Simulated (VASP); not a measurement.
# KMgF3 (Pm-3m) in VASP: further runs, part 2 of 3

VASP 6.6.1.

## Step 4: Vibrations by perturbation theory, PBE

This run uses another cell than the first one, of 9.26 Å³/atom.

File INCAR:

```
SYSTEM = KMgF3
ALGO = Normal
EDIFF = 1E-8
ENCUT = 520
GGA = PE
IBRION = 8
ISIF = 2
ISMEAR = 0
LASPH = .TRUE.
LCHARG = .FALSE.
LREAL = .FALSE.
LWAVE = .FALSE.
NELM = 80
NSW = 1
PREC = Accurate
SIGMA = 0.01
```

File KPOINTS:

```
k-points
0
G
  6 6 6
  0 0 0
```

File POSCAR:

```
KMgF3
1.0
    3.5905014829      0.0000000000      0.0000000000
    0.0000000000      3.5905014829      0.0000000000
    0.0000000000      0.0000000000      3.5905014829
K Mg F
1 1 3
Direct
    0.5000000000      0.5000000000      0.5000000000
    0.0000000000      0.0000000000      0.0000000000
    0.5000000000      0.0000000000      0.0000000000
    0.0000000000      0.5000000000      0.0000000000
    0.0000000000      0.0000000000      0.5000000000
```

Potentials or basis: VASP PAW PBE potentials, release 64 (K_sv, Mg, F).

Launch:

```
$ cat potpaw_PBE.64/K_sv/POTCAR potpaw_PBE.64/Mg/POTCAR potpaw_PBE.64/F/POTCAR > POTCAR
$ mpirun -np 1 vasp_std > vasp.out
```

OUTCAR:

```text
SYSTEM = KMgF3
   EDIFF = 1E-8
   ENCUT = 520
   GGA = PE
   IBRION = 8
   ISIF = 2
   ISMEAR = 0
   LASPH = .TRUE.
   LREAL = .FALSE.
   NELM = 80
   NSW = 1
   PREC = Accurate

 ion  position               nearest neighbor table
   1  0.500  0.500  0.500-   3 2.54   4 2.54   5 2.54   3 2.54   4 2.54   3 2.54   5 2.54   3 2.54
                             4 2.54   5 2.54   4 2.54   5 2.54   2 3.11   2 3.11   2 3.11   2 3.11
   2  0.000  0.000  0.000-   3 1.80   4 1.80   5 1.80   5 1.80   4 1.80   3 1.80   1 3.11   1 3.11
                             1 3.11   1 3.11   1 3.11   1 3.11   1 3.11   1 3.11
   3  0.500  0.000  0.000-   2 1.80   2 1.80   1 2.54   1 2.54   1 2.54   1 2.54
   4  0.000  0.500  0.000-   2 1.80   2 1.80   1 2.54   1 2.54   1 2.54   1 2.54
   5  0.000  0.000  0.500-   2 1.80   2 1.80   1 2.54   1 2.54   1 2.54   1 2.54

  LATTYP: Found a simple cubic cell.
 ALAT       =     3.5905014829

  Lattice vectors:

 A1 = (   3.5905014829,   0.0000000000,   0.0000000000)
 A2 = (   0.0000000000,   3.5905014829,   0.0000000000)
 A3 = (   0.0000000000,   0.0000000000,   3.5905014829)

Analysis of symmetry for initial positions (statically):
=====================================================================
 Subroutine PRICEL returns:
 Original cell was already a primitive cell.

 Routine SETGRP: Setting up the symmetry group for a
 simple cubic supercell.

 Subroutine GETGRP returns: Found 48 space group operations
 (whereof 48 operations were pure point group operations)
 out of a pool of 48 trial point group operations.

The static configuration has the point symmetry O_h .

Analysis of symmetry for dynamics (positions and initial velocities):
=====================================================================
 Subroutine PRICEL returns:
 Original cell was already a primitive cell.

 Routine SETGRP: Setting up the symmetry group for a
 simple cubic supercell.

 Subroutine GETGRP returns: Found 48 space group operations
 (whereof 48 operations were pure point group operations)
 out of a pool of 48 trial point group operations.

The dynamic configuration has the point symmetry O_h .

 Subroutine INISYM returns: Found 48 space group operations
 (whereof 48 operations are pure point group operations),
 and found     1 'primitive' translations

----------------------------------------------------------------------------------------
[... 637 lines left out ...]
      0.00000      0.00000      1.79525         0.000000      0.000000      0.000000
 -----------------------------------------------------------------------------------
    total drift:                                0.000000      0.000000     -0.000000

  FREE ENERGIE OF THE ION-ELECTRON SYSTEM (eV)
  ---------------------------------------------------
  free  energy   TOTEN  =       -21.9571555276 eV

  energy  without entropy=      -21.9571555276  energy(sigma->0) =      -21.95715553

[... ionic steps 2 to 9 ...]

--------------------------------------- Ionic step       10  -------------------------------------------

------------------------ aborting loop because EDIFF is reached ----------------------------------------

--------------------------------------- Ionic step       11  -------------------------------------------

 Free energy of the ion-electron system (eV)
  ---------------------------------------------------
  ---------------------------------------------------
  free energy    TOTEN  =        -0.53628415 eV

  energy without entropy =       -0.53628415

------------------------ aborting loop because EDIFF is reached ----------------------------------------

 INTERNAL STRAIN TENSOR  FOR ION    3  DIRECTION 2   (eV/Angst):
 -----------------------------------------------------------------------------
    -0.00723  0.00000  0.00000
     0.00000  0.00433  0.00000
     0.00000  0.00000  0.00108

 INTERNAL STRAIN TENSOR FOR ION    5 for displacements in x,y,z  (eV/Angst):
          X           Y           Z          XY          YZ          ZX
  --------------------------------------------------------------------------------
  x     0.00000     0.00000     0.00000     0.00000     0.00000     0.00000
  y     0.00000     0.00000     0.00000     0.00000     0.00000     0.00000
  z     0.00000     0.00000     0.00000     0.00000     0.00000     0.00000

 SECOND DERIVATIVES (NOT SYMMETRIZED)
 ------------------------------------
               1X          1Y          1Z          2X          2Y          2Z          3X          3Y          3Z          4X          4Y          4Z          5X          5Y          5Z
  1X    -8.425496    0.000000    0.000000    2.207260    0.000000    0.000000    0.116926   -0.000000    0.000000    3.050655   -0.000000    0.000000    3.050655   -0.000000   -0.000000
  1Y    -0.000000   -8.425496    0.000000    0.000000    2.207260    0.000000   -0.000000    3.050655    0.000000   -0.000000    0.116926    0.000000   -0.000000    3.050655    0.000000
  1Z     0.000000    0.000000   -8.425496    0.000000    0.000000    2.207260    0.000000    0.000000    3.050655    0.000000    0.000000    3.050655    0.000000    0.000000    0.116926
  2X     2.193778   -0.000000    0.000000  -27.963104   -0.000000   -0.000000   27.716339   -0.000000    0.000000   -0.973507   -0.000000    0.000000   -0.973507   -0.000000    0.000000
  2Y    -0.000000    2.193778   -0.000000   -0.000000  -27.963104    0.000000   -0.000000   -0.973507   -0.000000   -0.000000   27.716339    0.000000    0.000000   -0.973507   -0.000000
  2Z    -0.000000   -0.000000    2.193778   -0.000000   -0.000000  -27.963104   -0.000000   -0.000000   -0.973507   -0.000000   -0.000000   -0.973507   -0.000000   -0.000000   27.716339
  3X     0.131073   -0.000000   -0.000000   27.744325    0.000000    0.000000  -35.491728   -0.000000   -0.000000    3.808165   -0.000000    0.000000    3.808165    0.000000   -0.000000
  3Y     0.000000    3.061979    0.000000    0.000000   -0.947812    0.000000    0.000000   -5.344120    0.000000    0.000000    3.805669    0.000000    0.000000   -0.575717    0.000000
  3Z     0.000000    0.000000    3.061979    0.000000    0.000000   -0.947812    0.000000    0.000000   -5.344120    0.000000    0.000000   -0.575717    0.000000    0.000000    3.805669
  4X     3.061979    0.000000    0.000000   -0.947812    0.000000    0.000000    3.805669    0.000000    0.000000   -5.344120    0.000000    0.000000   -0.575717    0.000000    0.000000
  4Y     0.000000    0.131073   -0.000000   -0.000000   27.744325    0.000000   -0.000000    3.808165    0.000000   -0.000000  -35.491728   -0.000000    0.000000    3.808165   -0.000000
  4Z     0.000000    0.000000    3.061979    0.000000    0.000000   -0.947812    0.000000    0.000000   -0.575717    0.000000    0.000000   -5.344120    0.000000    0.000000    3.805669
  5X     3.061979    0.000000    0.000000   -0.947812    0.000000    0.000000    3.805669    0.000000    0.000000   -0.575717    0.000000    0.000000   -5.344120    0.000000    0.000000
  5Y     0.000000    3.061979    0.000000    0.000000   -0.947812    0.000000    0.000000   -0.575717    0.000000    0.000000    3.805669    0.000000    0.000000   -5.344120    0.000000
  5Z    -0.000000    0.000000    0.131073    0.000000   -0.000000   27.744325    0.000000   -0.000000    3.808165    0.000000    0.000000    3.808165    0.000000    0.000000  -35.491728

 Eigenvectors and eigenvalues of the dynamical matrix
 ----------------------------------------------------

   1 f  =   26.517512 THz   166.614439 2PiTHz  884.528974 cm-1   109.667566 meV
             X         Y         Z           dx          dy          dz
      1.795251  1.795251  1.795251    -0.006942   -0.019682    0.000000
      0.000000  0.000000  0.000000     0.198997    0.564223    0.000000
      1.795251  0.000000  0.000000    -0.264180    0.069197   -0.000000
      0.000000  1.795251  0.000000     0.024405   -0.749039    0.000000
      0.000000  0.000000  1.795251     0.024405    0.069197    0.000000
[... 105 lines left out ...]
  15 f/i=    0.020244 THz     0.127195 2PiTHz    0.675260 cm-1     0.083722 meV
             X         Y         Z           dx          dy          dz
      1.795251  1.795251  1.795251    -0.001222    0.007273   -0.569956
      0.000000  0.000000  0.000000    -0.000966    0.005749   -0.450553
      1.795251  0.000000  0.000000    -0.000852    0.005055   -0.396166
      0.000000  1.795251  0.000000    -0.000849    0.005074   -0.396166
      0.000000  0.000000  1.795251    -0.000849    0.005055   -0.397604

--------------------------------------------------------------------------------------------------------

 ELASTIC MODULI CONTR FROM IONIC RELAXATION (kBar)
 Direction    XX          YY          ZZ          XY          YZ          ZX
 --------------------------------------------------------------------------------
 XX           0.0000      0.0000      0.0000      0.0000      0.0000      0.0000
 YY           0.0000      0.0000      0.0000      0.0000      0.0000      0.0000
 ZZ           0.0000      0.0000      0.0000      0.0000      0.0000      0.0000
 XY           0.0000      0.0000      0.0000      0.0000      0.0000      0.0000
 YZ           0.0000      0.0000      0.0000      0.0000      0.0000      0.0000
 ZX           0.0000      0.0000      0.0000      0.0000      0.0000      0.0000
 --------------------------------------------------------------------------------
```

Run time: 8.2 min. Hardware: 1 thread of Intel Xeon 8259CL, shared host; peak memory 0.3 GiB.

Results:

```yaml
Highest_phonon_frequency_at_Γ_LO-TO_splitting_left_out: 885 cm⁻¹
```

Phonon frequencies in cm⁻¹ (negative: imaginary):
```tsv
q point	frequencies
(0.000, 0.000, 0.000)	-1 -1 -1 259 259 259 261 261 261 339 339 339 885 885 885
```

Caveat: the cell stands under pressure or tension, which shifts response properties.

## Step 5: Vibrations by perturbation theory, PBE

This run uses another cell than the first one, of 10.16 Å³/atom.

File INCAR:

```
  PREC = Accurate
  ENCUT = 520
  EDIFF = 1E-8
  ISMEAR = 0
  SIGMA = 0.01
  LREAL = False
  LASPH = True
  NELM = 100
  ALGO = Normal
  ISIF = 2
  LWAVE = False
  LCHARG = False
  GGA = PE
  IBRION = 8
  NSW = 1
```

File KPOINTS:

```
regular mesh
0
Gamma
  6 6 6
```

POSCAR: that of step 4 with these lines changed.

```diff
@@ -2,5 +2,5 @@
 1.0
-    3.5905014829      0.0000000000      0.0000000000
-    0.0000000000      3.5905014829      0.0000000000
-    0.0000000000      0.0000000000      3.5905014829
+    3.7032807874      0.0000000000      0.0000000000
+    0.0000000000      3.7032807874      0.0000000000
+    0.0000000000      0.0000000000      3.7032807874
 K Mg F
```

Potentials or basis: VASP PAW PBE potentials, release 64 (K_sv, Mg, F).

Launch:

```
$ cat potpaw_PBE.64/K_sv/POTCAR potpaw_PBE.64/Mg/POTCAR potpaw_PBE.64/F/POTCAR > POTCAR
$ mpirun -np 1 vasp_std > vasp.out
```

OUTCAR:

```text
PREC = Accurate
   ENCUT = 520
   EDIFF = 1E-8
   ISMEAR = 0
   LREAL = False
   LASPH = True
   NELM = 100
   ISIF = 2
   GGA = PE
   IBRION = 8
   NSW = 1

 ion  position               nearest neighbor table
   1  0.500  0.500  0.500-   3 2.62   4 2.62   5 2.62   3 2.62   4 2.62   3 2.62   5 2.62   3 2.62
                             4 2.62   5 2.62   4 2.62   5 2.62   2 3.21   2 3.21   2 3.21   2 3.21
   2  0.000  0.000  0.000-   3 1.85   4 1.85   5 1.85   5 1.85   4 1.85   3 1.85   1 3.21   1 3.21
                             1 3.21   1 3.21   1 3.21   1 3.21   1 3.21   1 3.21
   3  0.500  0.000  0.000-   2 1.85   2 1.85   1 2.62   1 2.62   1 2.62   1 2.62
   4  0.000  0.500  0.000-   2 1.85   2 1.85   1 2.62   1 2.62   1 2.62   1 2.62
   5  0.000  0.000  0.500-   2 1.85   2 1.85   1 2.62   1 2.62   1 2.62   1 2.62

  LATTYP: Found a simple cubic cell.
 ALAT       =     3.7032807874

  Lattice vectors:

 A1 = (   3.7032807874,   0.0000000000,   0.0000000000)
 A2 = (   0.0000000000,   3.7032807874,   0.0000000000)
 A3 = (   0.0000000000,   0.0000000000,   3.7032807874)

Analysis of symmetry for initial positions (statically):
[... 707 lines left out ...]
  z     0.00000     0.00000     0.00000     0.00000     0.00000     0.00000

 SECOND DERIVATIVES (NOT SYMMETRIZED)
 ------------------------------------
               1X          1Y          1Z          2X          2Y          2Z          3X          3Y          3Z          4X          4Y          4Z          5X          5Y          5Z
  1X    -6.053164   -0.000000    0.000000    1.852891    0.000000    0.000000    0.229857    0.000000   -0.000000    1.985208   -0.000000    0.000000    1.985208    0.000000   -0.000000
  1Y    -0.000000   -6.053164    0.000000    0.000000    1.852891   -0.000000   -0.000000    1.985208    0.000000    0.000000    0.229857   -0.000000    0.000000    1.985208   -0.000000
  1Z     0.000000    0.000000   -6.053164   -0.000000    0.000000    1.852891   -0.000000    0.000000    1.985208    0.000000   -0.000000    1.985208    0.000000   -0.000000    0.229857
  2X     1.848698   -0.000000   -0.000000  -20.861258    0.000000    0.000000   19.469577    0.000000    0.000000   -0.228509   -0.000000   -0.000000   -0.228509    0.000000    0.000000
  2Y    -0.000000    1.848698   -0.000000    0.000000  -20.861258    0.000000    0.000000   -0.228509   -0.000000    0.000000   19.469577    0.000000    0.000000   -0.228509    0.000000
  2Z    -0.000000   -0.000000    1.848698   -0.000000   -0.000000  -20.861258    0.000000    0.000000   -0.228509   -0.000000   -0.000000   -0.228509    0.000000    0.000000   19.469577
  3X     0.222650    0.000000    0.000000   19.465460    0.000000   -0.000000  -26.081841    0.000000   -0.000000    3.196865    0.000000   -0.000000    3.196865    0.000000   -0.000000
  3Y     0.000000    1.985289    0.000000    0.000000   -0.222082    0.000000    0.000000   -4.429088    0.000000    0.000000    3.206943    0.000000    0.000000   -0.541062    0.000000
  3Z     0.000000    0.000000    1.985289    0.000000    0.000000   -0.222082    0.000000    0.000000   -4.429088    0.000000    0.000000   -0.541062    0.000000    0.000000    3.206943
  4X     1.985289    0.000000    0.000000   -0.222082    0.000000    0.000000    3.206943    0.000000    0.000000   -4.429088    0.000000    0.000000   -0.541062    0.000000    0.000000
  4Y     0.000000    0.222650    0.000000    0.000000   19.465460   -0.000000   -0.000000    3.196865   -0.000000   -0.000000  -26.081841    0.000000    0.000000    3.196865    0.000000
  4Z     0.000000    0.000000    1.985289    0.000000    0.000000   -0.222082    0.000000    0.000000   -0.541062    0.000000    0.000000   -4.429088    0.000000    0.000000    3.206943
  5X     1.985289    0.000000    0.000000   -0.222082    0.000000    0.000000    3.206943    0.000000    0.000000   -0.541062    0.000000    0.000000   -4.429088    0.000000    0.000000
  5Y     0.000000    1.985289    0.000000    0.000000   -0.222082    0.000000    0.000000   -0.541062    0.000000    0.000000    3.206943    0.000000    0.000000   -4.429088    0.000000
  5Z     0.000000   -0.000000    0.222650    0.000000   -0.000000   19.465460    0.000000    0.000000    3.196865    0.000000   -0.000000    3.196865    0.000000   -0.000000  -26.081841

 Eigenvectors and eigenvalues of the dynamical matrix
 ----------------------------------------------------

   1 f  =   22.547435 THz   141.669712 2PiTHz  752.101474 cm-1    93.248656 meV
             X         Y         Z           dx          dy          dz
      1.851640  1.851640  1.851640     0.005090    0.020352   -0.000000
      0.000000  0.000000  0.000000    -0.143980   -0.575627   -0.000000
      1.851640  0.000000  0.000000     0.193403   -0.075795    0.000000
      0.000000  1.851640  0.000000    -0.018958    0.773221   -0.000000
      0.000000  0.000000  1.851640    -0.018958   -0.075795   -0.000000
[... 105 lines left out ...]
  15 f/i=    0.011199 THz     0.070366 2PiTHz    0.373562 cm-1     0.046316 meV
             X         Y         Z           dx          dy          dz
      1.851640  1.851640  1.851640     0.396480   -0.408495   -0.006344
      0.000000  0.000000  0.000000     0.313488   -0.322989   -0.005016
      1.851640  0.000000  0.000000     0.277122   -0.284734   -0.004422
      0.000000  1.851640  0.000000     0.276359   -0.285521   -0.004422
      0.000000  0.000000  1.851640     0.276359   -0.284734   -0.004434

--------------------------------------------------------------------------------------------------------

 ELASTIC MODULI CONTR FROM IONIC RELAXATION (kBar)
 Direction    XX          YY          ZZ          XY          YZ          ZX
 --------------------------------------------------------------------------------
 XX           0.0000      0.0000      0.0000      0.0000      0.0000      0.0000
 YY           0.0000      0.0000      0.0000      0.0000      0.0000      0.0000
 ZZ           0.0000      0.0000      0.0000      0.0000      0.0000      0.0000
 XY           0.0000      0.0000      0.0000      0.0000      0.0000      0.0000
 YZ           0.0000      0.0000      0.0000      0.0000      0.0000      0.0000
 ZX           0.0000      0.0000      0.0000      0.0000      0.0000      0.0000
 --------------------------------------------------------------------------------
```

OSZICAR:

```text
N       E                     dE             d eps       ncg     rms          rms(c)
DAV:   1     0.259301641822E+03    0.25930E+03   -0.18541E+04   832   0.158E+03
DAV:   2    -0.141480932414E+02   -0.27345E+03   -0.26515E+03  1040   0.415E+02
DAV:   3    -0.248906910407E+02   -0.10743E+02   -0.10718E+02   988   0.808E+01
DAV:   4    -0.255328524634E+02   -0.64216E+00   -0.64136E+00  1376   0.123E+01
[... 78 lines left out ...]
RMM:   9    -0.536705561503E+00   -0.99680E-06   -0.51535E-08  5186   0.916E-04    0.777E-05
RMM:  10    -0.536705604714E+00   -0.43210E-07   -0.28460E-07  5488   0.450E-04    0.565E-05
RMM:  11    -0.536705699323E+00   -0.94610E-07   -0.15150E-07  5282   0.266E-04    0.326E-05
RMM:  12    -0.536705648356E+00    0.50967E-07   -0.63474E-09  5115   0.183E-04    0.709E-06
RMM:  13    -0.536705658260E+00   -0.99040E-08   -0.34519E-08  5145   0.140E-04    0.584E-06
 Linear response finished
```

Wall time 9.2 min (1 thread of Intel Xeon 8259CL, shared host); peak memory 0.31 GiB.

What came out:

| Quantity | Value |
| --- | --- |
| Highest phonon frequency at Γ, LO-TO splitting left out | 752 cm⁻¹ |

Phonon frequencies in cm⁻¹ (negative: imaginary):
```tsv
q point	frequencies
(0.000, 0.000, 0.000)	0 0 0 236 236 236 241 241 241 311 311 311 752 752 752
```

Caveat: the cell stands under pressure or tension, which shifts response properties.

[end of part 2 of 3]
